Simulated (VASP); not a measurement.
# Cu12H in VASP: single point with PBE+D3(BJ)

Aim: the single point of Cu12H with PBE+D3(BJ).

Everything below comes from runs of VASP 6.6.1. Logs are shortened: lines on timing, memory, paths and dates and some standing lists are left out, and cuts for length are marked.

### Step 1. The cell of the first run

The cell holds a slab with vacuum, 13 atoms: a = 5.038 Å, b = 5.038 Å, c = 20.662 Å, α = 90.00°, β = 90.00°, γ = 90.00°.

### Step 2. Single point, PBE+D3(BJ)

File INCAR:

```
SYSTEM = Cu12H
PREC = Accurate ; ENCUT = 520
EDIFF = 1E-6 ; ISMEAR = 0
SIGMA = 0.1 ; LREAL = .FALSE.
LASPH = .TRUE. ; NELM = 100
ALGO = Normal ; ISIF = 2
LWAVE = .FALSE. ; LCHARG = .FALSE.
LDIPOL = .TRUE. ; IDIPOL = 3
DIPOL = 0.5 0.5 0.295 ; GGA = PE
IVDW = 12 ; NBANDS = 78
```

File KPOINTS:

```
Automatic mesh
0
G
  5 5 1
  0 0 0
```

File POSCAR:

```
Cu12H
1.0
    5.0378287988      0.0000000000      0.0000000000
    0.0000000000      5.0378287988      0.0000000000
    0.0000000000      0.0000000000     20.6622829064
Cu H
12 1
Direct
    0.2500000000      0.2500000000      0.1935894508
    0.2500000000      0.7500000000      0.1935894508
    0.7500000000      0.2500000000      0.1935894508
    0.7500000000      0.7500000000      0.1935894508
    0.0000000000      0.0000000000      0.2797919997
    0.0000000000      0.5000000000      0.2797919997
    0.5000000000      0.0000000000      0.2797919997
    0.5000000000      0.5000000000      0.2797919997
    0.2500000000      0.2500000000      0.3659945486
    0.2500000000      0.7500000000      0.3659945486
    0.7500000000      0.2500000000      0.3659945486
    0.7500000000      0.7500000000      0.3659945486
    0.2500000000      0.5000000000      0.4724687466
```

Potentials or basis: VASP PAW PBE potentials, release 64 (Cu, H).

Started as:

```sh
$ cat potpaw_PBE.64/Cu/POTCAR potpaw_PBE.64/H/POTCAR > POTCAR
$ mpirun -np 1 vasp_std > vasp.out
```

OUTCAR:

```text
SYSTEM = Cu12H
   PREC = Accurate
   ENCUT = 520
   EDIFF = 1E-6
   ISMEAR = 0
   LREAL = .FALSE.
   LASPH = .TRUE.
   NELM = 100
   ISIF = 2
   GGA = PE
   IVDW = 12
 IVDW          = 12

 ion  position               nearest neighbor table
   1  0.250  0.250  0.194-   5 2.52   6 2.52   7 2.52   8 2.52   2 2.52   3 2.52   2 2.52   3 2.52

   2  0.250  0.750  0.194-   5 2.52   6 2.52   7 2.52   8 2.52   1 2.52   4 2.52   1 2.52   4 2.52

   3  0.750  0.250  0.194-   5 2.52   6 2.52   7 2.52   8 2.52   1 2.52   4 2.52   4 2.52   1 2.52
[... 15 lines left out ...]
  11  0.750  0.250  0.366-   5 2.52   6 2.52   7 2.52   8 2.52   9 2.52  12 2.52  12 2.52   9 2.52

  12  0.750  0.750  0.366-   5 2.52   6 2.52   7 2.52   8 2.52  10 2.52  11 2.52  11 2.52  10 2.52

  13  0.250  0.500  0.472-

  LATTYP: Found a simple tetragonal cell.
 ALAT       =     5.0378287988
 C/A-ratio  =     4.1014261762

  Lattice vectors:

 A1 = (   5.0378287988,   0.0000000000,   0.0000000000)
 A2 = (   0.0000000000,   5.0378287988,   0.0000000000)
 A3 = (   0.0000000000,   0.0000000000,  20.6622829064)

Analysis of symmetry for initial positions (statically):
=====================================================================
 Subroutine PRICEL returns:
 Original cell was already a primitive cell.

 Routine SETGRP: Setting up the symmetry group for a
 simple tetragonal supercell.

 Subroutine GETGRP returns: Found  4 space group operations
 (whereof  2 operations were pure point group operations)
 out of a pool of 16 trial point group operations.

The static configuration has the point symmetry C_1h.
 The point group associated with its full space group is C_2v.

Analysis of symmetry for dynamics (positions and initial velocities):
=====================================================================
 Subroutine PRICEL returns:
 Original cell was already a primitive cell.

 Routine SETGRP: Setting up the symmetry group for a
 simple tetragonal supercell.

 Subroutine GETGRP returns: Found  4 space group operations
 (whereof  2 operations were pure point group operations)
 out of a pool of 16 trial point group operations.

The dynamic configuration has the point symmetry C_1h.
 The point group associated with its full space group is C_2v.

 Subroutine INISYM returns: Found  4 space group operations
 (whereof  2 operations are pure point group operations),
 and found     1 'primitive' translations

----------------------------------------------------------------------------------------

                                     Primitive cell

[... 119 lines left out ...]
  Thomas-Fermi vector in A             =   2.170646
   LORBIT       =      0    0 simple, 1 ext, 2 COOP (PROOUT), +10 PAW based schemes
   GGA     = PE    functional components
   LHFCALC =     F    Hartree Fock is set to
   AEXX    =    0.0000 exact exchange contribution
   IVDW    =    12    specifies the selected vdW correction
   LEPSILON=     F    determine dielectric tensor
   LRPA    =     F    only Hartree local field effects (RPA)
 non-spin polarized calculation
 Gauss-broadening in eV      SIGMA  =   0.10
  energy-cutoff  :      520.00
  volume of cell :      524.40
 maximum number of plane-waves:     14177
 NGX is ok and might be reduce to    40
   NGX = 19   NGY = 19   NGZ = 77

 dipolmoment           0.000000      0.000000     -0.106234 electrons x Angstroem

 number of electron     132.9999976 magnetization

 dipolmoment           0.000000      0.000000      0.176570 electrons x Angstroem

 Free energy of the ion-electron system (eV)
  ---------------------------------------------------
  ext. energy  EPLUGINS =         0.00000000
  ---------------------------------------------------
  free energy    TOTEN  =       -41.91008479 eV

  energy without entropy =      -41.89138578  energy(sigma->0) =      -41.90073528

 E-fermi :  -1.6099     XC(G=0):  -4.4768

 val. band max:       -1.6318896226   @ k =   0.0000   0.0000   0.0000
 cond. band min:      -1.5681611335   @ k =   0.0000   0.0000   0.0000
 fundamental gap:      0.0637284891
 Fermi energy:        -1.6098550412

 k-point     1 :       0.0000    0.0000    0.0000
  band No.  band energies     occupation
      1     -10.1966      2.00000
      2      -7.6412      2.00000
      3      -6.5891      2.00000
      4      -6.5891      2.00000
      5      -6.4323      2.00000
      6      -6.3439      2.00000
[... 718 lines left out ...]
     77       4.5691      0.00000
     78       4.6093      0.00000

------------------------ aborting loop because EDIFF is reached ----------------------------------------

 vacuum level on the upper side and lower side of the slab       (xc-potential included)         0.491        -0.721

 Edisp (eV)   -4.47667

 E8    (eV) :    -2.0096

  FORCE on cell =-STRESS in cart. coord.  units (eV):
  Direction    XX          YY          ZZ          XY          YZ          ZX
  --------------------------------------------------------------------------------------
  -------------------------------------------------------------------------------------
  Total      -5.01394    -5.57209    -3.16707     0.00000     0.00000     0.00000
  in kB     -15.31881   -17.02408    -9.67616     0.00000     0.00000     0.00000
  external pressure =      -14.01 kB  Pullay stress =        0.00 kB

 VOLUME and BASIS-vectors are now :
 -----------------------------------------------------------------------------
  energy-cutoff  :      520.00
  volume of cell :      524.40
      direct lattice vectors                 reciprocal lattice vectors
     5.037828799  0.000000000  0.000000000     0.198498210  0.000000000  0.000000000
     0.000000000  5.037828799  0.000000000     0.000000000  0.198498210  0.000000000
     0.000000000  0.000000000 20.662282906     0.000000000  0.000000000  0.048397363

 POSITION                                       TOTAL-FORCE (eV/Angst)
 -----------------------------------------------------------------------------------
      1.25946      1.25946      4.00000         0.000000      0.038840     -0.025589
      1.25946      3.77837      4.00000         0.000000     -0.038840     -0.025589
      3.77837      1.25946      4.00000         0.000000      0.035494     -0.049066
      3.77837      3.77837      4.00000         0.000000     -0.035494     -0.049066
      0.00000      0.00000      5.78114         0.097289      0.000000      0.048491
      0.00000      2.51891      5.78114        -0.036565      0.000000     -0.096818
      2.51891      0.00000      5.78114        -0.097289      0.000000      0.048491
      2.51891      2.51891      5.78114         0.036565      0.000000     -0.096818
      1.25946      1.25946      7.56228         0.000000      0.374073      0.874371
      1.25946      3.77837      7.56228         0.000000     -0.374073      0.874371
      3.77837      1.25946      7.56228         0.000000     -0.013608      0.099895
      3.77837      3.77837      7.56228         0.000000      0.013608      0.099895
      1.25946      2.51891      9.76228         0.000000      0.000000     -1.702569
 -----------------------------------------------------------------------------------
    total drift:                               -0.000000      0.000000     -0.000157

  FREE ENERGIE OF THE ION-ELECTRON SYSTEM (eV)
  ---------------------------------------------------
  free  energy   TOTEN  =       -46.3867589787 eV

  energy  without entropy=      -46.3680599741  energy(sigma->0) =      -46.37740948

 vacuum level on the upper side and lower side of the slab         4.050         2.806
```

stdout:

```text
POSCAR found type information on POSCAR CuH
 POSCAR found :  2 types and      13 ions
 scaLAPACK will be used
 LDA part: xc-table for (Slater+PW92), standard interpolation
 POSCAR, INCAR and KPOINTS ok, starting setup
 FFT: planning ... GRIDC
 FFT: planning ... GRID_SOFT
 FFT: planning ... GRID
 WAVECAR not read
 entering main loop
```

It took 15 min on 1 thread of Intel Xeon Platinum 8488C (Sapphire Rapids), shared host; peak memory 0.7 GiB.

Results:

```
Free energy                : -46.3868 eV
Largest force              : 1.703 eV/Å
Band gap on the k mesh     : zero (an odd number of electrons rules out a gap without spin polarisation)
Dispersion energy per atom : -0.344 eV
```

Forces in eV/Å, atoms in the order of the input:
```
Cu   0.000  0.039 -0.026
Cu   0.000 -0.039 -0.026
Cu   0.000  0.035 -0.049
Cu   0.000 -0.035 -0.049
Cu   0.097  0.000  0.048
Cu  -0.037  0.000 -0.097
Cu  -0.097  0.000  0.048
Cu   0.037  0.000 -0.097
Cu   0.000  0.374  0.874
Cu   0.000 -0.374  0.874
Cu   0.000 -0.014  0.100
Cu   0.000  0.014  0.100
H    0.000  0.000 -1.703
```

Levels at points of the mesh, in eV from the Fermi level:
```
           k point  band 64  band 65  band 66  band 67  band 68  band 69  band 70  band 71
(0.00, 0.00, 0.00)    -0.23    -0.12    -0.11    -0.04    -0.02     0.04     0.32     2.15
```

The gap in the log of VASP goes by the Fermi energy; the results here count the filled bands.